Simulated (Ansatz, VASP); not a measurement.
One calculation of CuI, two programs

```xyz
2
Lattice="0.0000 3.0315 3.0315 3.0315 0.0000 3.0315 3.0315 3.0315 0.0000" Properties=species:S:1:pos:R:3 pbc="T T T"
I     0.0000    0.0000    0.0000
Cu    4.5473    4.5473    4.5473
```

Alike in both runs: task single point; functional PBE; k mesh 8 × 8 × 8; occupations gaussian, width 0.016 eV; no spin polarisation.

|  | VASP | Ansatz |
| --- | --- | --- |
| version | VASP 6.6.1 | Ansatz 0.2.0 |
| potentials or method | VASP PAW PBE potentials, release 64 (I, Cu), cutoff 520 eV | all-electron LAPW, scalar-relativistic |

Ansatz gave:

```
gap on the k mesh at the Fermi level (eV) : 1.12
least direct gap on the mesh (eV)         : 1.12
pressure (GPa)                            : 0.3
```

Task: What did VASP give for the same quantities?

Result: gap on the k mesh at the Fermi level (eV): 1.14; least direct gap on the mesh (eV): 1.14; pressure (GPa): 0.3.

Ansatz ran all-electron here, and VASP with PAW potentials.

Spin-orbit coupling is off throughout.
